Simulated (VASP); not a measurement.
# In (I4/mmm) in VASP: a series of runs

In is run at these levels: PBEsol; tasks: single point.

Program: VASP 6.6.1. These are calculated values, not measurements. Logs are shortened: lines on timing, memory, paths and dates and some standing lists are left out, and cuts for length are marked.

## 1. The cell of the first run

The structure is tetragonal, space group I4/mmm (No. 139). Conventional cell: a = 3.252 Å, b = 3.252 Å, c = 4.948 Å, α = 90.00°, β = 90.00°, γ = 90.00°. Within 4.3 Å of In (site symmetry 4/mmm) lie 12 In at 3.25 to 3.38 Å.

## 2. Single point, PBEsol

File INCAR:

```
SYSTEM = In
PREC = Accurate
ENCUT = 520
EDIFF = 1E-6
ISMEAR = 0
SIGMA = 0.15
LREAL = .FALSE.
LASPH = .TRUE.
NELM = 60
ALGO = Fast
ISIF = 2
LWAVE = .FALSE.
LCHARG = .FALSE.
GGA = PS
NBANDS = 12
```

File KPOINTS:

```
regular mesh
0
G
  20 20 20
  0 0 0
```

File POSCAR:

```
In
1.0
   -1.6261500000      1.6261500000      2.4739500000
    1.6261500000     -1.6261500000      2.4739500000
    1.6261500000      1.6261500000     -2.4739500000
In
1
Direct
    0.0000000000      0.0000000000      0.0000000000
```

Potentials or basis: VASP PAW PBE potentials, release 64 (In_d).

The run is started by

```sh
cat potpaw_PBE.64/In_d/POTCAR > POTCAR
mpirun -np 1 vasp_std > vasp.out
```

OUTCAR:

```text
SYSTEM = In
   PREC = Accurate
   ENCUT = 520
   EDIFF = 1E-6
   ISMEAR = 0
   LREAL = .FALSE.
   LASPH = .TRUE.
   NELM = 60
   ISIF = 2
   GGA = PS

 ion  position               nearest neighbor table
   1  0.000  0.000  0.000-

  LATTYP: Found a body centered tetragonal cell.
 ALAT       =     3.2523000000
 C/A-ratio  =     1.5213541186

  Lattice vectors:

 A1 = (  -1.6261500000,   1.6261500000,   2.4739500000)
 A2 = (   1.6261500000,  -1.6261500000,   2.4739500000)
 A3 = (   1.6261500000,   1.6261500000,  -2.4739500000)

Analysis of symmetry for initial positions (statically):
=====================================================================
 Subroutine PRICEL returns:
 Original cell was already a primitive cell.

 Routine SETGRP: Setting up the symmetry group for a
 body centered tetragonal supercell.

 Subroutine GETGRP returns: Found 16 space group operations
 (whereof 16 operations were pure point group operations)
 out of a pool of 16 trial point group operations.

The static configuration has the point symmetry D_4h.

Analysis of symmetry for dynamics (positions and initial velocities):
=====================================================================
 Subroutine PRICEL returns:
 Original cell was already a primitive cell.

 Routine SETGRP: Setting up the symmetry group for a
 body centered tetragonal supercell.

 Subroutine GETGRP returns: Found 16 space group operations
 (whereof 16 operations were pure point group operations)
 out of a pool of 16 trial point group operations.

The dynamic configuration has the point symmetry D_4h.

 Subroutine INISYM returns: Found 16 space group operations
 (whereof 16 operations are pure point group operations),
 and found     1 'primitive' translations

----------------------------------------------------------------------------------------

                                     Primitive cell

  volume of cell :      26.1681

  direct lattice vectors                    reciprocal lattice vectors
    -1.626150000  1.626150000  2.473950000     0.000000000  0.307474710  0.202105944
     1.626150000 -1.626150000  2.473950000     0.307474710  0.000000000  0.202105944
     1.626150000  1.626150000 -2.473950000     0.307474710  0.307474710  0.000000000

  length of vectors
     3.377744254  3.377744254  3.377744254     0.367950418  0.367950418  0.434834905

  position of ions in fractional coordinates (direct lattice)
     0.000000000  0.000000000  0.000000000

  ion indices of the primitive-cell ions
   primitive index   ion index
                 1           1

[... 85 lines left out ...]
   EFERMI =   0.00;   METHOD = LEGACY
   ISMEAR =     0;   SIGMA  =   0.15  broadening in eV -4-tet -1-fermi 0-gaus
   EFERMI_NEDOS =   21; number of points for ismear=-14 and -15
   IALGO  =     68    algorithm
   IMIX   =      4    mixing-type and parameters
     AMIX     =   0.40;   BMIX     =  1.00
     AMIX_MAG =   1.60;   BMIX_MAG =  1.00
  volume/ion in A,a.u.               =      26.17       176.59
  Fermi-wavevector in a.u.,A,eV,Ry     =   1.296578  2.450177 22.872944  1.681114
  Thomas-Fermi vector in A             =   2.428025
   LORBIT       =      0    0 simple, 1 ext, 2 COOP (PROOUT), +10 PAW based schemes
   GGA     = PS    functional components
   LHFCALC =     F    Hartree Fock is set to
   AEXX    =    0.0000 exact exchange contribution
   IVDW    =     0    specifies the selected vdW correction
   LEPSILON=     F    determine dielectric tensor
   LRPA    =     F    only Hartree local field effects (RPA)
 non-spin polarized calculation
 RMM-DIIS sequential band-by-band and
 Gauss-broadening in eV      SIGMA  =   0.15
  energy-cutoff  :      520.00
  volume of cell :       26.17
 maximum number of plane-waves:       721
 NGX is ok and might be reduce to    28
   NGX = 13   NGY = 13   NGZ = 13

 number of electron      13.0000006 magnetization

 Free energy of the ion-electron system (eV)
  ---------------------------------------------------
  ext. energy  EPLUGINS =         0.00000000
  ---------------------------------------------------
  free energy    TOTEN  =        -2.98473173 eV

  energy without entropy =       -2.97942074  energy(sigma->0) =       -2.98207623

 E-fermi :   7.3439     XC(G=0): -10.4038

 val. band max:        7.3315202760   @ k =  -0.2000  -0.3500   0.0500
 cond. band min:       7.3456809184   @ k =   0.3000   0.1000   0.0500
 fundamental gap:      0.0141606424
 Fermi energy:         7.3438813468

 k-point     1 :       0.0000    0.0000    0.0000
  band No.  band energies     occupation
      1      -7.2617      2.00000
      2      -7.1556      2.00000
      3      -7.1556      2.00000
      4      -7.0730      2.00000
      5      -6.9684      2.00000
      6      -2.2107      2.00000
      7      17.8663      0.00000
      8      17.8663      0.00000
      9      18.0356      0.00000
     10      18.9375      0.00000
     11      21.3377      0.00000
     12      21.4326      0.00000
[... 331 lines left out ...]
 k-point    24 :      -0.3500    0.0500   -0.0000
  band No.  band energies     occupation
      1      -7.2343      2.00000
      2      -7.1997      2.00000
      3      -7.1196      2.00000
      4      -6.9483      2.00000
      5      -6.9064      2.00000
      6       0.3589      2.00000
      7       7.9097      0.00000
      8      14.9521      0.00000
      9      16.4920      0.00000
     10      18.4880      0.00000
     11      19.7986      0.00000
     12      21.0480      0.00000

 [... further k-points ...]

------------------------ aborting loop because EDIFF is reached ----------------------------------------

  FORCE on cell =-STRESS in cart. coord.  units (eV):
  Direction    XX          YY          ZZ          XY          YZ          ZX
  --------------------------------------------------------------------------------------
  -------------------------------------------------------------------------------------
  Total       -0.1373399     -0.1373399     -0.1772292      0.0000000      0.0000000      0.0000000
  in kB       -8.4088202     -8.4088202    -10.8510971      0.0000000      0.0000000      0.0000000
  external PRESSURE =      -9.2229125 kB  Pullay stress =       0.0000000 kB

 VOLUME and BASIS-vectors are now :
 -----------------------------------------------------------------------------
  energy-cutoff  :      520.00
  volume of cell :       26.17
      direct lattice vectors                 reciprocal lattice vectors
    -1.626150000  1.626150000  2.473950000     0.000000000  0.307474710  0.202105944
     1.626150000 -1.626150000  2.473950000     0.307474710  0.000000000  0.202105944
     1.626150000  1.626150000 -2.473950000     0.307474710  0.307474710  0.000000000

 POSITION                                       TOTAL-FORCE (eV/Angst)
 -----------------------------------------------------------------------------------
      0.00000      0.00000      0.00000        -0.000000      0.000000      0.000000
 -----------------------------------------------------------------------------------
    total drift:                               -0.000000     -0.000000     -0.000000

  FREE ENERGIE OF THE ION-ELECTRON SYSTEM (eV)
  ---------------------------------------------------
  free  energy   TOTEN  =        -2.9847317260 eV

  energy  without entropy=       -2.9794207427  energy(sigma->0) =       -2.98207623
```

It took 2.4 min on 1 thread of Intel Xeon Platinum 8488C (Sapphire Rapids), shared host; peak memory 0.31 GiB.

What came out:

- Free energy: -2.9847 eV
- Pressure: -0.9 GPa
- Band gap on the k mesh: zero (an odd number of electrons rules out a gap without spin polarisation)

Stress tensor (GPa, compression positive):
```
-0.84  0.00  0.00
 0.00 -0.84  0.00
 0.00  0.00 -1.09
```

Caveat: the PAW data sets were made with another functional, which shifts forces and pressure a little; spin-orbit coupling is left out, which moves the levels of the heavy elements.

## 3. Single point, PBEsol

File INCAR:

```
SYSTEM = In
ALGO     = Fast           ! electronic algorithm
EDIFF    = 1E-6           ! SCF threshold, eV
ENCUT    = 520            ! plane-wave cutoff, eV
GGA      = PS             ! functional
ISIF     = 2              ! what is computed and relaxed
ISMEAR   = 0              ! smearing method
LASPH    = .TRUE.         ! aspherical terms in the spheres
LCHARG   = .FALSE.        ! write CHGCAR
LREAL    = .FALSE.        ! projectors in reciprocal space
LWAVE    = .FALSE.        ! write WAVECAR
NBANDS   = 12             ! bands
NELM     = 60             ! most SCF steps
PREC     = Accurate       ! precision mode
SIGMA    = 0.15           ! smearing width, eV
```

File KPOINTS:

```
k-points
0
G
  22 22 22
  0 0 0
```

POSCAR is that of step 2.

Potentials or basis: VASP PAW PBE potentials, release 64 (In_d).

The run is started by

```sh
cat potpaw_PBE.64/In_d/POTCAR > POTCAR
mpirun -np 1 vasp_std > vasp.out
```

It took 3.2 min on 1 thread of Intel Xeon Platinum 8488C (Sapphire Rapids), shared host; peak memory 0.36 GiB.

The run converged. Its results:

```
Free energy            : -2.9856 eV
Pressure               : -1.0 GPa
Band gap on the k mesh : zero (an odd number of electrons rules out a gap without spin polarisation)
```

Levels at points of the mesh, in eV from the Fermi level:
| k point | band 3 | band 4 | band 5 | band 6 | band 7 | band 8 | band 9 | band 10 |
| --- | --- | --- | --- | --- | --- | --- | --- | --- |
| (0.00, 0.00, 0.00) | -14.50 | -14.42 | -14.32 | -9.56 | 10.52 | 10.52 | 10.69 | 11.59 |
| (0.50, 0.00, 0.00) | -14.49 | -14.23 | -14.19 | -4.32 | -3.38 | 7.52 | 9.13 | 11.10 |
| (0.50, 0.50, 0.00) | -14.23 | -14.21 | -14.12 | -1.96 | -1.67 | 3.51 | 3.94 | 7.01 |
| (0.50, 0.50, 0.50) | -14.21 | -14.18 | -14.18 | -2.94 | -2.68 | 4.71 | 4.71 | 8.18 |

Caveat: the PAW data sets were made with another functional, which shifts forces and pressure a little; spin-orbit coupling is left out, which moves the levels of the heavy elements.
